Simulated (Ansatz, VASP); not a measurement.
**BaScO2F: VASP beside Ansatz**

Contents of INCAR:

```
ALGO     = Normal         # electronic algorithm
EDIFF    = 1E-6           # SCF threshold, eV
ENCUT    = 910            # plane-wave cutoff, eV
GGA      = CA             # functional
GGA_COMPAT= F            
ISIF     = 2              # what is computed and relaxed
ISMEAR   = 0              # smearing method
LASPH    = T              # aspherical terms in the spheres
LCHARG   = F              # write CHGCAR
LREAL    = F              # projectors in reciprocal space
LWAVE    = F              # write WAVECAR
NBANDS   = 28             # bands
NELM     = 120            # most SCF steps
PREC     = Accurate       # precision mode
SIGMA    = 0.05           # smearing width, eV
```

KPOINTS

```
k-points
0
Gamma
  6 6 6
```

The input POSCAR:

```
BaScO2F
1.0
    4.2069470000      0.0000000000      0.0000000000
    0.0000000000      4.2069470000      0.0000000000
    0.0000000000      0.0000000000      4.3798695200
Ba Sc O F
1 1 2 1
Direct
    0.5000000000      0.5000000000      0.5000000000
    0.0000000000      0.0000000000      0.0000000000
    0.5000000000      0.0000000000      0.0000000000
    0.0000000000      0.5000000000      0.0000000000
    0.0000000000      0.0000000000      0.5000000000
```

Input for Ansatz:

```yaml
crystal:
  lattice:
    - [4.206947, 0.0, 0.0]
    - [0.0, 4.206947, 0.0]
    - [0.0, 0.0, 4.37986952]
  atoms:
    - { symbol: Ba, position: [0.5, 0.5, 0.5] }
    - { symbol: Sc, position: [0.0, 0.0, 0.0] }
    - { symbol: O, position: [0.5, 0.0, 0.0] }
    - { symbol: O, position: [0.0, 0.5, 0.0] }
    - { symbol: F, position: [0.0, 0.0, 0.5] }
basis:
  ecutwfc: 420
kpoints:
  mp_grid: { grid: [6, 6, 6] }
hamiltonian:
  xc: lda
scf:
  occupations: { method: gaussian, width: 0.05 }
output:
  forces: true
  stress: true
  eigenvalues: true
```

Change from the starting cell: strain +0.0400 x Voigt [0, 0, 1, 0, 0, 0], atoms carried along.

Alike in both runs: task single point; functional LDA; k mesh 6 × 6 × 6; occupations gaussian, width 0.05 eV; no spin polarisation.

|  | VASP | Ansatz |
| --- | --- | --- |
| version | VASP 6.6.1 | Ansatz 0.2.0 |
| potentials or method | VASP PAW LDA potentials, release 64 (Ba_sv, Sc_sv, O_h, F_h), cutoff 910 eV | scalar-relativistic, plane waves, PAW |
| valence electrons in the cell | 40 | 40 |

VASP gave:

```
gap on the k mesh at the Fermi level (eV) : 2.71
least direct gap on the mesh (eV)         : 3.14
```

Question: Which values does Ansatz return?

Answer: gap on the k mesh at the Fermi level (eV): 2.77; least direct gap on the mesh (eV): 3.20.

LDA's correlation is that of Perdew and Zunger in VASP and of Perdew and Wang (1992) in Ansatz.

Spin-orbit coupling is off throughout. Noted on VASP's run: the cutoff is short for stress, so the pressure is rough.
